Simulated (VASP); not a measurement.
MoN2, 6 atoms in the cell. The structure is orthorhombic, space group Pbam (No. 55). The conventional cell has a = 3.965 Å, b = 4.608 Å, c = 2.728 Å, α = 90.00°, β = 90.00°, γ = 90.00°. Within 2.9 Å of Mo (site symmetry 2/m) lie 12 N at 2.12 to 2.83 Å and 2 Mo at 2.73 Å. Within 1.8 Å of N (site symmetry m) lie 1 N at 1.37 Å.  This cell differs from its parent crystal: strain -0.0750 x Voigt [1, -1, 0, 0, 0, 0].

```yaml
Program: VASP 6.6.1
Task: single point
Functional: PBEsol
Potentials_or_basis: VASP PAW PBE potentials, release 64 (Mo_sv, N)
Cutoff: 520 eV
k_mesh: 12 × 12 × 18
Occupations: gaussian, width 0.15 eV
Spin: no spin polarisation
Dipole_correction: no
Further_INCAR_settings: ALGO = Fast; EDIFF = 1e-06; NBANDS = 33
```

Potentials or basis: VASP PAW PBE potentials, release 64 (Mo_sv, N).

Run with:

```bash
$ cat potpaw_PBE.64/Mo_sv/POTCAR potpaw_PBE.64/N/POTCAR > POTCAR
$ mpirun -np 1 vasp_std > vasp.out
```

Hardware: 1 thread of Oxide Virtual Turin-like Processor, with other jobs on the host.

Task: Estimate the wall time of this run.

Result: Run time: 11 min on 1 thread of Oxide Virtual Turin-like Processor, with other jobs on the host, peak memory 0.6 GiB. Counts: scf iterations 15, k points 490.
